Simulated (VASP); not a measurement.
# La2ScAs3 in VASP: notebook

Runs on La2ScAs3. Level: PBEsol. Tasks: single point.

Program: VASP 6.6.1. These are calculated values, not measurements. Logs are shortened: lines on timing, memory, paths and dates and some standing lists are left out, and cuts for length are marked.

### 1 The cell of the first run

The structure is monoclinic, space group Cm (No. 8). The conventional cell has a = 10.996 Å, b = 4.002 Å, c = 7.500 Å, α = 90.00°, β = 113.09°, γ = 90.00°. La (site symmetry m) has 7 As at 2.91 to 3.27 Å and 3 Sc at 3.43 to 3.91 Å and 5 La at 3.59 to 4.24 Å within 4.3 Å. La (site symmetry m) has 7 As at 3.00 to 3.24 Å and 6 La at 3.59 to 4.49 Å and 4 Sc at 3.96 to 4.41 Å within 4.5 Å. Within 3.5 Å of Sc (site symmetry m) lie 6 As at 2.62 to 3.41 Å and 1 La at 3.43 Å. As (site symmetry m) has 3 Sc at 2.77 to 3.41 Å and 4 La at 3.00 to 3.03 Å and 2 As at 3.33 to 3.67 Å within 3.7 Å. Within 3.6 Å of As (site symmetry m) lie 2 Sc at 2.75 Å and 5 La at 2.91 to 3.27 Å and 2 As at 3.33 to 3.43 Å. As (site symmetry m) has 1 Sc at 2.62 Å and 5 La at 3.00 to 3.20 Å and 1 As at 3.43 Å within 3.5 Å.

### 2 Single point, PBEsol

INCAR

```
SYSTEM = La2ScAs3
ALGO     = Normal         ! electronic algorithm
EDIFF    = 1E-7           ! SCF threshold, eV
ENCUT    = 520            ! plane-wave cutoff, eV
GGA      = PS             ! functional
ISIF     = 2              ! what is computed and relaxed
ISMEAR   = -1             ! smearing method
LASPH    = .True.         ! aspherical terms in the spheres
LCHARG   = .False.        ! write CHGCAR
LREAL    = .False.        ! projectors in reciprocal space
LWAVE    = .False.        ! write WAVECAR
NBANDS   = 33             ! bands
NELM     = 60             ! most SCF steps
PREC     = Accurate       ! precision mode
SIGMA    = 0.03           ! smearing width, eV
```

KPOINTS

```
k-points
0
Gamma
  6 6 4
  0 0 0
```

POSCAR

```
La2ScAs3
1.0
    5.4045289316     -2.0012236510      1.0092862220
    5.4045289316      2.0012236510      1.0092862220
   -4.1574164741      0.0000000000      6.2423583328
La Sc As
2 1 3
Direct
    0.5393937333      0.5393937333      0.8260132448
    0.3920527242      0.3920527242      0.1763626943
    0.2082464931      0.2082464931      0.5368554209
    0.9471843476      0.9471843476      0.4962501745
    0.7991556416      0.7991556416      0.8076600617
    0.1139670701      0.1139670701      0.1568584037
```

Potentials or basis: VASP PAW PBE potentials, release 64 (La, Sc_sv, As).

Command:

```
$ cat potpaw_PBE.64/La/POTCAR potpaw_PBE.64/Sc_sv/POTCAR potpaw_PBE.64/As/POTCAR > POTCAR
$ mpirun -np 1 vasp_std > vasp.out
```

OUTCAR:

```text
SYSTEM = La2ScAs3
   EDIFF = 1E-7
   ENCUT = 520
   GGA = PS
   ISIF = 2
   ISMEAR = -1
   LASPH = .True.
   LREAL = .False.
   NELM = 60
   PREC = Accurate

 ion  position               nearest neighbor table
   1  0.539  0.539  0.826-   5 2.91   4 3.03   4 3.03   6 3.04   6 3.04   5 3.27   5 3.27   3 3.43
                             2 3.59
   2  0.392  0.392  0.176-   4 3.00   4 3.00   6 3.00   6 3.20   6 3.20   5 3.24   5 3.24   1 3.59

   3  0.208  0.208  0.537-   6 2.62   5 2.75   5 2.75   4 2.77   1 3.43
   4  0.947  0.947  0.496-   3 2.77   2 3.00   2 3.00   1 3.03   1 3.03
   5  0.799  0.799  0.808-   3 2.75   3 2.75   1 2.91   2 3.24   2 3.24   1 3.27   1 3.27
   6  0.114  0.114  0.157-   3 2.62   2 3.00   1 3.04   1 3.04   2 3.20   2 3.20

  LATTYP: Found a base centered monoclinic cell.
 ALAT       =    10.9959249998
 B/A-ratio  =     0.3639936888
 C/A-ratio  =     0.6820778260
 COS(beta)  =    -0.3921061347

  Lattice vectors:

 A1 = (   5.4045289316,  -2.0012236510,   1.0092862220)
 A2 = (   5.4045289316,   2.0012236510,   1.0092862220)
 A3 = (  -4.1574164741,   0.0000000000,   6.2423583328)

Analysis of symmetry for initial positions (statically):
=====================================================================
 Subroutine PRICEL returns:
 Original cell was already a primitive cell.

 Routine SETGRP: Setting up the symmetry group for a
 base centered monoclinic supercell.

 Subroutine GETGRP returns: Found  2 space group operations
 (whereof  2 operations were pure point group operations)
 out of a pool of  4 trial point group operations.

The static configuration has the point symmetry C_1h.

Analysis of symmetry for dynamics (positions and initial velocities):
=====================================================================
 Subroutine PRICEL returns:
 Original cell was already a primitive cell.

 Routine SETGRP: Setting up the symmetry group for a
 base centered monoclinic supercell.

 Subroutine GETGRP returns: Found  2 space group operations
 (whereof  2 operations were pure point group operations)
 out of a pool of  4 trial point group operations.

The dynamic configuration has the point symmetry C_1h.

 Subroutine INISYM returns: Found  2 space group operations
 (whereof  2 operations are pure point group operations),
 and found     1 'primitive' translations

----------------------------------------------------------------------------------------

                                     Primitive cell

  volume of cell :     151.8250

  direct lattice vectors                    reciprocal lattice vectors
     5.404528932 -2.001223651  1.009286222     0.082281305 -0.249847137  0.054799426
     5.404528932  2.001223651  1.009286222     0.082281305  0.249847137  0.054799426
    -4.157416474  0.000000000  6.242358333    -0.026607056  0.000000000  0.142475542

  length of vectors
     5.850853592  5.850853592  7.500076619     0.268694589  0.268694589  0.144938661

  position of ions in fractional coordinates (direct lattice)
     0.539393733  0.539393733  0.826013245
     0.392052724  0.392052724  0.176362694
     0.208246493  0.208246493  0.536855421
     0.947184348  0.947184348  0.496250174
     0.799155642  0.799155642  0.807660062
     0.113967070  0.113967070  0.156858404

  ion indices of the primitive-cell ions
   primitive index   ion index
                 1           1
                 2           2
                 3           3
                 4           4
                 5           5
                 6           6

----------------------------------------------------------------------------------------

 KPOINTS: k-points

Automatic generation of k-mesh.
 Grid dimensions read from file:
 generate k-points for:    6    6    4

 Generating k-lattice:

  Cartesian coordinates                     Fractional coordinates (reciprocal lattice)
     0.013713551 -0.041641190  0.009133238     0.166666667  0.000000000  0.000000000
     0.013713551  0.041641190  0.009133238     0.000000000  0.166666667  0.000000000
    -0.006651764  0.000000000  0.035618886    -0.000000000 -0.000000000  0.250000000

  Length of vectors
     0.044782432  0.044782432  0.036234665

  Shift w.r.t. Gamma in fractional coordinates (k-lattice)
     0.000000000  0.000000000  0.000000000

 Subroutine IBZKPT returns following result:
 ===========================================

 Found     47 irreducible k-points:

 Following reciprocal coordinates:
            Coordinates               Weight
  0.000000  0.000000  0.000000      1.000000
  0.166667  0.000000  0.000000      4.000000
  0.333333  0.000000 -0.000000      4.000000
  0.500000  0.000000  0.000000      2.000000
  0.166667  0.166667  0.000000      2.000000
  0.333333  0.166667  0.000000      4.000000
[... 16 lines left out ...]
 -0.333333  0.166667  0.250000      4.000000
 -0.166667  0.166667  0.250000      4.000000
 [... further k-points ...]
   k-points           NKPTS =     47   k-points in BZ     NKDIM =     47   number of bands    NBANDS=     33
   number of dos      NEDOS =    301   number of ions     NIONS =      6
   total plane-waves  NPLWV = 129024
   dimension x,y,z NGX =    48 NGY =   48 NGZ =   56
   dimension x,y,z NGXF=    96 NGYF=   96 NGZF=  112
   ions per type =               2   1   3
   NGX,Y,Z   is equivalent  to a cutoff of  13.64, 13.64, 12.41 a.u.
   NGXF,Y,Z  is equivalent  to a cutoff of  27.28, 27.28, 24.83 a.u.
 SYSTEM =  La2ScAs3
   PREC   = accura    normal or accurate (medium, high low for compatibility)
   ISTART =      0    job   : 0-new  1-cont  2-samecut
   ICHARG =      2    charge: 1-file 2-atom 10-const
   ISPIN  =      1    spin polarized calculation?
   LNONCOLLINEAR =      F non collinear calculations
   LSORBIT =      F    spin-orbit coupling
   LASPH  =      T    aspherical Exc in radial PAW
   ENCUT  =  520.0 eV  38.22 Ry    6.18 a.u.  10.88 10.88 13.95*2*pi/ulx,y,z
   NELM   =     60;   NELMIN=  2; NELMDL= -5     # of ELM steps
   EDIFF  = 0.1E-06   stopping-criterion for ELM
   LREAL  =      F    real-space projection
   EDIFFG = 0.1E-05   stopping-criterion for IOM
   NSW    =      0    number of steps for IOM
   IBRION =     -1    ionic relax: 0-MD 1-quasi-New 2-CG
   NFREE  =      0    steps in history (QN), initial steepest desc. (CG)
   ISIF   =      2    stress and relaxation
   ISYM   =      2    0-nonsym 1-usesym 2-fastsym
   POTIM  = 0.5000    time-step for ionic-motion
   TEBEG  =    0.0;   TEEND  =   0.0 temperature during run
   PSTRESS=    0.0 pullay stress
   NELECT =      48.0000    total number of electrons
   NUPDOWN=      -1.0000    fix difference up-down
   EMIN   =  10.00;   EMAX   =-10.00  energy-range for DOS
   EFERMI =   0.00;   METHOD = LEGACY
   ISMEAR =    -1;   SIGMA  =   0.03  broadening in eV -4-tet -1-fermi 0-gaus
   EFERMI_NEDOS =   21; number of points for ismear=-14 and -15
   IALGO  =     38    algorithm
   IMIX   =      4    mixing-type and parameters
     AMIX     =   0.40;   BMIX     =  1.00
     AMIX_MAG =   1.60;   BMIX_MAG =  1.00
  volume/ion in A,a.u.               =      25.30       170.76
  Fermi-wavevector in a.u.,A,eV,Ry     =   1.115255  2.107526 16.922842  1.243794
  Thomas-Fermi vector in A             =   2.251858
   LORBIT       =      0    0 simple, 1 ext, 2 COOP (PROOUT), +10 PAW based schemes
   GGA     = PS    functional components
   LHFCALC =     F    Hartree Fock is set to
   AEXX    =    0.0000 exact exchange contribution
   IVDW    =     0    specifies the selected vdW correction
   LEPSILON=     F    determine dielectric tensor
   LRPA    =     F    only Hartree local field effects (RPA)
 non-spin polarized calculation
  energy-cutoff  :      520.00
  volume of cell :      151.82
 maximum number of plane-waves:      4128
 NGX is ok and might be reduce to    48
   NGX = 21   NGY = 21   NGZ = 27

 number of electron      47.9999999 magnetization

 Free energy of the ion-electron system (eV)
  ---------------------------------------------------
  ext. energy  EPLUGINS =         0.00000000
  ---------------------------------------------------
  free energy    TOTEN  =       -39.92487410 eV

  energy without entropy =      -39.92115039  energy(sigma->0) =      -39.92301225

 E-fermi :   6.2948     XC(G=0): -10.1312

 val. band max:        6.2925243429   @ k =   0.3333   0.3333   0.2500
 cond. band min:       6.3185860956   @ k =   0.1667   0.1667   0.2500
 fundamental gap:      0.0260617527
 Fermi energy:         6.2948038579

 k-point     1 :       0.0000    0.0000    0.0000
  band No.  band energies     occupation
      1     -43.3328      2.00000
      2     -26.0893      2.00000
      3     -25.8865      2.00000
      4     -22.1115      2.00000
      5     -22.0611      2.00000
      6     -21.9923      2.00000
[... 25 lines left out ...]
     32       8.5430      0.00000
     33       8.7205      0.00000

 k-point     2 :       0.1667    0.0000    0.0000
  band No.  band energies     occupation
      1     -43.3325      2.00000
      2     -26.0798      2.00000
      3     -25.8785      2.00000
      4     -22.1190      2.00000
      5     -22.0604      2.00000
      6     -21.9913      2.00000
[... 25 lines left out ...]
     32       8.6464      0.00000
     33       8.6806      0.00000
[... 754 lines left out ...]
     32       8.6573      0.00000
     33       8.8120      0.00000

 k-point    24 :      -0.1667    0.1667    0.2500
  band No.  band energies     occupation
      1     -43.3318      2.00000
      2     -26.0608      2.00000
      3     -25.8627      2.00000
      4     -22.1337      2.00000
      5     -22.0590      2.00000
      6     -21.9891      2.00000
[... 25 lines left out ...]
     32       8.6129      0.00000
     33       8.8143      0.00000

 [... further k-points ...]

------------------------ aborting loop because EDIFF is reached ----------------------------------------

  FORCE on cell =-STRESS in cart. coord.  units (eV):
  Direction    XX          YY          ZZ          XY          YZ          ZX
  --------------------------------------------------------------------------------------
  -------------------------------------------------------------------------------------
  Total        0.0978533      0.1055272      0.1274338      0.0000000      0.0000000      0.0103836
  in kB        1.0326259      1.1136068      1.3447823      0.0000000      0.0000000      0.1095760
  external PRESSURE =       1.1636717 kB  Pullay stress =       0.0000000 kB

 VOLUME and BASIS-vectors are now :
 -----------------------------------------------------------------------------
  energy-cutoff  :      520.00
  volume of cell :      151.82
      direct lattice vectors                 reciprocal lattice vectors
     5.404528932 -2.001223651  1.009286222     0.082281305 -0.249847137  0.054799426
     5.404528932  2.001223651  1.009286222     0.082281305  0.249847137  0.054799426
    -4.157416474  0.000000000  6.242358333    -0.026607056  0.000000000  0.142475542

 POSITION                                       TOTAL-FORCE (eV/Angst)
 -----------------------------------------------------------------------------------
      2.39626      0.00000      6.24508         0.007750      0.000000     -0.005556
      3.50451      0.00000      1.89231        -0.011554      0.000000     -0.008880
      0.01902      0.00000      3.77160         0.008102      0.000000      0.003163
      8.17505      0.00000      5.00973        -0.016108      0.000000     -0.005486
      5.28034      0.00000      6.65486         0.006218      0.000000      0.029343
      0.57975      0.00000      1.20922         0.005591      0.000000     -0.012584
 -----------------------------------------------------------------------------------
    total drift:                                0.000010     -0.000000      0.000245

  FREE ENERGIE OF THE ION-ELECTRON SYSTEM (eV)
  ---------------------------------------------------
  free  energy   TOTEN  =       -39.9248741011 eV

  energy  without entropy=      -39.9211503891  energy(sigma->0) =      -39.92301225
```

Wall time 14 min (1 thread of Intel Xeon 8259CL, shared host); peak memory 0.52 GiB.

What came out:

| Item | Value |
| --- | --- |
| Free energy | -39.9249 eV |
| Pressure | 0.1 GPa |
| Largest force | 0.030 eV/Å |
| Band gap on the k mesh | zero (bands 24 and 25 overlap by 0.45 eV) |

Forces in eV/Å, atoms in the order of the input:
```
La   0.008  0.000 -0.006
La  -0.012  0.000 -0.009
Sc   0.008  0.000  0.003
As  -0.016  0.000 -0.005
As   0.006  0.000  0.029
As   0.006  0.000 -0.013
```

Caveat: the PAW data sets were made with another functional, which shifts forces and pressure a little; spin-orbit coupling is left out, which moves the levels of the heavy elements.

### 3 Single point, PBEsol

INCAR

```
SYSTEM = La2ScAs3
  ALGO = Normal
  EDIFF = 1E-7
  ENCUT = 520
  GGA = PS
  ISIF = 2
  ISMEAR = -1
  LASPH = .TRUE.
  LCHARG = .TRUE.
  LELF = .TRUE.
  LREAL = .FALSE.
  LVHAR = .TRUE.
  LWAVE = .FALSE.
  NBANDS = 33
  NELM = 80
  PREC = Accurate
  SIGMA = 0.05
```

KPOINTS

```
k-points
0
G
  6 6 4
  0 0 0
```

POSCAR

```
La2ScAs3
1.0
    5.4035576997     -2.0028679785      1.0122161984
    5.4022435128      1.9994745301      1.0125319156
   -4.1523697942      0.0018573347      6.2412949770
La Sc As
2 1 3
Direct
    0.5453898585      0.5374631245      0.8266105405
    0.3975145679      0.3900012056      0.1768889636
    0.2138714054      0.2068774495      0.5374777886
    0.9529108714      0.9450060820      0.4968765793
    0.8049883298      0.7976060587      0.8085357448
    0.1198611682      0.1118795779      0.1575521454
```

Potentials or basis: VASP PAW PBE potentials, release 64 (La, Sc_sv, As).

Command:

```
$ cat potpaw_PBE.64/La/POTCAR potpaw_PBE.64/Sc_sv/POTCAR potpaw_PBE.64/As/POTCAR > POTCAR
$ mpirun -np 1 vasp_std > vasp.out
```

It took 20 min on 1 thread of Intel Xeon 8259CL, shared host; peak memory 0.64 GiB.

Results (log left out):

* Free energy: -39.9281 eV
* Pressure: 0.1 GPa
* Largest force: 0.022 eV/Å
* Band gap on the k mesh: zero (bands 24 and 25 overlap by 0.46 eV)

Forces on the atoms (eV/Å):
```
La   0.007  0.000 -0.002
La  -0.006  0.000 -0.006
Sc   0.006  0.000  0.006
As  -0.013  0.000 -0.004
As   0.003  0.000  0.021
As   0.003  0.000 -0.017
```

Levels at points of the mesh, in eV from the Fermi level:
```csv
k point,band 20,band 21,band 22,band 23,band 24,band 25,band 26,band 27,band 28,band 29
"(0.00, 0.00, 0.00)",-1.68,-1.39,-0.69,-0.63,-0.11,0.38,0.65,1.06,1.66,1.90
"(0.50, 0.00, 0.00)",-2.26,-2.01,-1.78,-1.04,-0.15,0.40,1.22,1.48,1.70,1.99
"(0.00, 0.50, 0.00)",-2.26,-2.01,-1.78,-1.04,-0.16,0.40,1.22,1.48,1.70,1.99
"(0.50, 0.50, 0.00)",-1.35,-1.30,-1.20,-0.76,-0.36,-0.30,1.16,1.27,1.50,2.01
"(0.00, 0.00, 0.50)",-1.79,-1.35,-1.17,-1.16,-0.84,-0.03,0.96,1.41,1.92,2.05
"(0.50, 0.00, 0.50)",-2.57,-1.74,-1.41,-1.15,-0.55,0.61,1.13,1.79,1.88,2.11
"(0.00, 0.50, 0.50)",-2.57,-1.74,-1.41,-1.16,-0.55,0.61,1.14,1.79,1.88,2.11
"(0.50, 0.50, 0.50)",-1.51,-1.20,-1.12,-1.08,-0.01,0.52,0.95,1.17,1.33,1.61
```

Caveat: the PAW data sets were made with another functional, which shifts forces and pressure a little; spin-orbit coupling is left out, which moves the levels of the heavy elements.
